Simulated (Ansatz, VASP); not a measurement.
One calculation of Mg4CdS3, two programs

```
Mg Cd S
1.0
     5.89613    0.00000    0.00000
     0.00000    5.89613    0.00000
     0.00000    0.00000    5.89613
Mg Cd S
4 1 3
Direct
  0.72905 0.72905 0.27095
  0.27095 0.72905 0.72905
  0.72905 0.27095 0.72905
  0.27095 0.27095 0.27095
  0.00000 0.00000 0.00000
  0.50000 0.00000 0.50000
  0.00000 0.50000 0.50000
  0.50000 0.50000 0.00000
```

Alike in both runs: functional PBE; k mesh 3 × 3 × 3; occupations gaussian, width 0.2 eV; no spin polarisation.

Ansatz relaxed the structure, and its values are those at the end. VASP's run is a single point on that final structure, the one shown.

|  | VASP | Ansatz |
| --- | --- | --- |
| version | VASP 6.6.1 | Ansatz 0.2.0 |
| potentials or method | VASP PAW PBE potentials, release 64 (Mg, Cd, S), cutoff 600 eV | scalar-relativistic, plane waves, PAW |
| valence electrons in the cell | 38 | 78 |

```tsv
	VASP	Ansatz	Ansatz less VASP
gap on the k mesh at the Fermi level (eV)	0.35	0.35	-0.001
least direct gap on the mesh (eV)	0.45	0.45	-0.001
pressure (GPa)	0.5	0.6	+0.10
rms of the force components (eV/Å)	0.008	0.006	-0.0021
```

VASP's potentials hold 38 valence electrons a cell and Ansatz's 78, so a difference there can come from the potentials and not from the codes.
